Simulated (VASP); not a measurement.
# Pt (P6_3/mmc) in VASP: further runs, part 3 of 3

VASP 6.6.1.

### 6 Single point, PBEsol (11.50 Å³/atom)

This run uses another cell than the first one, of 11.50 Å³/atom.

The input, INCAR:

```
SYSTEM = Pt
PREC     = Accurate       ! precision mode
ENCUT    = 520            ! plane-wave cutoff, eV
EDIFF    = 1E-6           ! SCF threshold, eV
ISMEAR   = -1             ! smearing method
SIGMA    = 0.05           ! smearing width, eV
LREAL    = .False.        ! projectors in reciprocal space
LASPH    = .True.         ! aspherical terms in the spheres
NELM     = 80             ! most SCF steps
ALGO     = Normal         ! electronic algorithm
ISIF     = 2              ! what is computed and relaxed
LWAVE    = .False.        ! write WAVECAR
LCHARG   = .False.        ! write CHGCAR
GGA      = PS             ! functional
NBANDS   = 17             ! bands
```

The input, KPOINTS:

```
regular mesh
0
Gamma
  17 17 10
  0 0 0
```

The input, POSCAR:

```
Pt
1.0
    2.5072911154      0.0000000000      0.0000000000
   -1.2536455577      2.1713778006      0.0000000000
    0.0000000000      0.0000000000      4.2259083090
Pt
2
Direct
    0.3333333333      0.6666666667      0.2500000000
    0.6666666667      0.3333333333      0.7500000000
```

Potentials or basis: VASP PAW PBE potentials, release 64 (Pt).

The run is started by

```console
> cat potpaw_PBE.64/Pt/POTCAR > POTCAR
> mpirun -np 1 vasp_std > vasp.out
```

OUTCAR:

```text
SYSTEM = Pt
   PREC = Accurate
   ENCUT = 520
   EDIFF = 1E-6
   ISMEAR = -1
   LREAL = .False.
   LASPH = .True.
   NELM = 80
   ISIF = 2
   GGA = PS

 ion  position               nearest neighbor table
   1  0.333  0.667  0.250-   2 2.56   2 2.56   2 2.56   2 2.56   2 2.56   2 2.56
   2  0.667  0.333  0.750-   1 2.56   1 2.56   1 2.56   1 2.56   1 2.56   1 2.56

  LATTYP: Found a hexagonal cell.
 ALAT       =     2.5072911154
 C/A-ratio  =     1.6854478058

  Lattice vectors:

 A1 = (   2.5072911154,   0.0000000000,   0.0000000000)
 A2 = (  -1.2536455577,   2.1713778006,   0.0000000000)
 A3 = (   0.0000000000,   0.0000000000,   4.2259083090)

Analysis of symmetry for initial positions (statically):
=====================================================================
 Subroutine PRICEL returns:
 Original cell was already a primitive cell.

 Routine SETGRP: Setting up the symmetry group for a
 hexagonal supercell.

 Subroutine GETGRP returns: Found 24 space group operations
 (whereof 12 operations were pure point group operations)
 out of a pool of 24 trial point group operations.

The static configuration has the point symmetry D_3d.
 The point group associated with its full space group is D_6h.

Analysis of symmetry for dynamics (positions and initial velocities):
=====================================================================
 Subroutine PRICEL returns:
 Original cell was already a primitive cell.

 Routine SETGRP: Setting up the symmetry group for a
 hexagonal supercell.

 Subroutine GETGRP returns: Found 24 space group operations
 (whereof 12 operations were pure point group operations)
 out of a pool of 24 trial point group operations.

The dynamic configuration has the point symmetry D_3d.
 The point group associated with its full space group is D_6h.

 Subroutine INISYM returns: Found 24 space group operations
 (whereof 12 operations are pure point group operations),
 and found     1 'primitive' translations

----------------------------------------------------------------------------------------

                                     Primitive cell

  volume of cell :      23.0070

  direct lattice vectors                    reciprocal lattice vectors
     2.507291115  0.000000000  0.000000000     0.398836814  0.230268542  0.000000000
    -1.253645558  2.171377801  0.000000000     0.000000000  0.460537084  0.000000000
     0.000000000  0.000000000  4.225908309     0.000000000  0.000000000  0.236635518

  length of vectors
     2.507291115  2.507291115  4.225908309     0.460537084  0.460537084  0.236635518

  position of ions in fractional coordinates (direct lattice)
     0.333333333  0.666666667  0.250000000
     0.666666667  0.333333333  0.750000000

  ion indices of the primitive-cell ions
   primitive index   ion index
                 1           1
                 2           2

----------------------------------------------------------------------------------------

 KPOINTS: regular mesh

Automatic generation of k-mesh.
 Grid dimensions read from file:
 generate k-points for:   17   17   10

 Generating k-lattice:

  Cartesian coordinates                     Fractional coordinates (reciprocal lattice)
     0.023460989  0.013545208  0.000000000     0.058823529  0.000000000  0.000000000
     0.000000000  0.027090417  0.000000000     0.000000000  0.058823529  0.000000000
     0.000000000  0.000000000  0.023663552     0.000000000  0.000000000  0.100000000

  Length of vectors
     0.027090417  0.027090417  0.023663552

  Shift w.r.t. Gamma in fractional coordinates (k-lattice)
     0.000000000  0.000000000  0.000000000

 Subroutine IBZKPT returns following result:
 ===========================================

 Found    198 irreducible k-points:

 Following reciprocal coordinates:
            Coordinates               Weight
  0.000000  0.000000  0.000000      1.000000
  0.058824  0.000000  0.000000      6.000000
  0.117647 -0.000000  0.000000      6.000000
  0.176471  0.000000  0.000000      6.000000
  0.235294 -0.000000  0.000000      6.000000
  0.294118 -0.000000  0.000000      6.000000
[... 16 lines left out ...]
  0.411765  0.117647  0.000000     12.000000
  0.176471  0.176471  0.000000      6.000000
 [... further k-points ...]
   k-points           NKPTS =    198   k-points in BZ     NKDIM =    198   number of bands    NBANDS=     17
   number of dos      NEDOS =    301   number of ions     NIONS =      2
   total plane-waves  NPLWV =  12800
   dimension x,y,z NGX =    20 NGY =   20 NGZ =   32
   dimension x,y,z NGXF=    40 NGYF=   40 NGZF=   64
   ions per type =               2
   NGX,Y,Z   is equivalent  to a cutoff of  13.26, 13.26, 12.59 a.u.
   NGXF,Y,Z  is equivalent  to a cutoff of  26.52, 26.52, 25.18 a.u.
 SYSTEM =  Pt
   PREC   = accura    normal or accurate (medium, high low for compatibility)
   ISTART =      0    job   : 0-new  1-cont  2-samecut
   ICHARG =      2    charge: 1-file 2-atom 10-const
   ISPIN  =      1    spin polarized calculation?
   LNONCOLLINEAR =      F non collinear calculations
   LSORBIT =      F    spin-orbit coupling
   LASPH  =      T    aspherical Exc in radial PAW
   ENCUT  =  520.0 eV  38.22 Ry    6.18 a.u.   4.66  4.66  7.86*2*pi/ulx,y,z
   NELM   =     80;   NELMIN=  2; NELMDL= -5     # of ELM steps
   EDIFF  = 0.1E-05   stopping-criterion for ELM
   LREAL  =      F    real-space projection
   EDIFFG = 0.1E-04   stopping-criterion for IOM
   NSW    =      0    number of steps for IOM
   IBRION =     -1    ionic relax: 0-MD 1-quasi-New 2-CG
   NFREE  =      0    steps in history (QN), initial steepest desc. (CG)
   ISIF   =      2    stress and relaxation
   ISYM   =      2    0-nonsym 1-usesym 2-fastsym
   POTIM  = 0.5000    time-step for ionic-motion
   TEBEG  =    0.0;   TEEND  =   0.0 temperature during run
   PSTRESS=    0.0 pullay stress
   NELECT =      20.0000    total number of electrons
   NUPDOWN=      -1.0000    fix difference up-down
   EMIN   =  10.00;   EMAX   =-10.00  energy-range for DOS
   EFERMI =   0.00;   METHOD = LEGACY
   ISMEAR =    -1;   SIGMA  =   0.05  broadening in eV -4-tet -1-fermi 0-gaus
   EFERMI_NEDOS =   21; number of points for ismear=-14 and -15
   IALGO  =     38    algorithm
   IMIX   =      4    mixing-type and parameters
     AMIX     =   0.40;   BMIX     =  1.00
     AMIX_MAG =   1.60;   BMIX_MAG =  1.00
  volume/ion in A,a.u.               =      11.50        77.63
  Fermi-wavevector in a.u.,A,eV,Ry     =   1.562421  2.952548 33.213993  2.441160
  Thomas-Fermi vector in A             =   2.665342
   LORBIT       =      0    0 simple, 1 ext, 2 COOP (PROOUT), +10 PAW based schemes
   GGA     = PS    functional components
   LHFCALC =     F    Hartree Fock is set to
   AEXX    =    0.0000 exact exchange contribution
   IVDW    =     0    specifies the selected vdW correction
   LEPSILON=     F    determine dielectric tensor
   LRPA    =     F    only Hartree local field effects (RPA)
 non-spin polarized calculation
  energy-cutoff  :      520.00
  volume of cell :       23.01
 maximum number of plane-waves:       640
 NGX is ok and might be reduce to    20
   NGX =  9   NGY =  9   NGZ = 15

 number of electron      20.0000002 magnetization

 Free energy of the ion-electron system (eV)
  ---------------------------------------------------
  ext. energy  EPLUGINS =         0.00000000
  ---------------------------------------------------
  free energy    TOTEN  =       -11.10117563 eV

  energy without entropy =      -11.07901718  energy(sigma->0) =      -11.09009640

 E-fermi :  17.1313     XC(G=0): -15.2703

 val. band max:       17.1246750971   @ k =   0.3529   0.1176   0.1000
 cond. band min:      17.1318680697   @ k =   0.3529   0.1176   0.5000
 fundamental gap:      0.0071929725
 Fermi energy:        17.1313378581

 k-point     1 :       0.0000    0.0000    0.0000
  band No.  band energies     occupation
      1       3.4385      2.00000
      2       6.3256      2.00000
      3      10.8880      2.00000
      4      11.4347      2.00000
      5      11.4347      2.00000
      6      12.1551      2.00000
[... 9 lines left out ...]
     16      34.1710      0.00000
     17      40.4660      0.00000

 k-point     2 :       0.0588    0.0000    0.0000
  band No.  band energies     occupation
      1       3.6090      2.00000
      2       6.4842      2.00000
      3      10.7870      2.00000
      4      11.4946      2.00000
      5      11.5821      2.00000
      6      12.0500      2.00000
[... 9 lines left out ...]
     16      34.4932      0.00000
     17      38.9070      0.00000
[... 421 lines left out ...]
 k-point    24 :       0.1765    0.1765    0.0000
  band No.  band energies     occupation
      1       7.0534      2.00000
      2       8.7992      2.00000
      3       9.1832      2.00000
      4       9.2703      2.00000
      5      11.2396      2.00000
      6      11.2544      2.00000
[... 9 lines left out ...]
     16      33.3527      0.00000
     17      36.0402      0.00000

 [... further k-points ...]
[... 5 lines left out ...]
  --------------------------------------------------------------------------------------
  -------------------------------------------------------------------------------------
  Total       22.8789176     22.8789176     22.8574710      0.0000000      0.0000000      0.0000000
  in kB     1593.2569855   1593.2569855   1591.7634774      0.0000000      0.0000000      0.0000000
  external PRESSURE =    1592.7591495 kB  Pullay stress =       0.0000000 kB

 VOLUME and BASIS-vectors are now :
 -----------------------------------------------------------------------------
  energy-cutoff  :      520.00
  volume of cell :       23.01
      direct lattice vectors                 reciprocal lattice vectors
     2.507291115  0.000000000  0.000000000     0.398836814  0.230268542  0.000000000
    -1.253645558  2.171377801  0.000000000     0.000000000  0.460537084  0.000000000
     0.000000000  0.000000000  4.225908309     0.000000000  0.000000000  0.236635518

 POSITION                                       TOTAL-FORCE (eV/Angst)
 -----------------------------------------------------------------------------------
     -0.00000      1.44759      1.05648        -0.000000     -0.000000      0.000000
      1.25365      0.72379      3.16943         0.000000      0.000000      0.000000
 -----------------------------------------------------------------------------------
    total drift:                               -0.000000      0.000000     -0.000000

  FREE ENERGIE OF THE ION-ELECTRON SYSTEM (eV)
  ---------------------------------------------------
  free  energy   TOTEN  =       -11.1011756311 eV

  energy  without entropy=      -11.0790171759  energy(sigma->0) =      -11.09009640
```

Wall time 32 s (1 thread of AMD EPYC 7R13 (Zen 3), shared host); peak memory 0.16 GiB.

Results:

* Free energy: -11.1012 eV
* Pressure: 159.3 GPa
* Band gap on the k mesh: zero (bands 10 and 11 overlap by 2.10 eV)

Stress tensor (GPa, compression positive):
```
159.33   0.00   0.00
  0.00 159.33   0.00
  0.00   0.00 159.18
```

Levels at points of the mesh, in eV from the Fermi level:
```tsv
k point	band 7	band 8	band 9	band 10	band 11	band 12	band 13	band 14
(0.00, 0.00, 0.00)	-4.98	-3.39	-3.39	-1.99	-0.44	-0.44	7.60	13.78
(0.00, 0.00, 0.50)	-5.73	-5.73	-1.37	-1.37	-1.37	-1.37	13.22	13.22
```

Caveat: the cell stands under pressure; the PAW data sets were made with another functional, which shifts forces and pressure a little; spin-orbit coupling is left out, which moves the levels of the heavy elements.

### 7 The runs side by side

```csv
cell,gap on the mesh (eV),pressure (GPa)
"a = 2.322, b = 2.322, c = 3.889 Å, angles 90.0, 90.0, 120.0°, 2 atoms",none,538.3
"a = 2.419, b = 2.419, c = 4.062 Å, angles 90.0, 90.0, 120.0°, 2 atoms",none,297.7
"a = 2.507, b = 2.507, c = 4.226 Å, angles 90.0, 90.0, 120.0°, 2 atoms",none,159.3
```

Alike in all rows: task single point; level PBEsol; potentials or basis VASP PAW PBE potentials, release 64 (Pt); no spin polarisation; k mesh 17 × 17 × 10; cutoff (eV) 520; smearing fermi-dirac 0.05 eV.

Caveats: the cell stands under pressure; the PAW data sets were made with another functional, which shifts forces and pressure a little; spin-orbit coupling is left out, which moves the levels of the heavy elements.

Absolute energies hang on the potentials; compare differences alone.
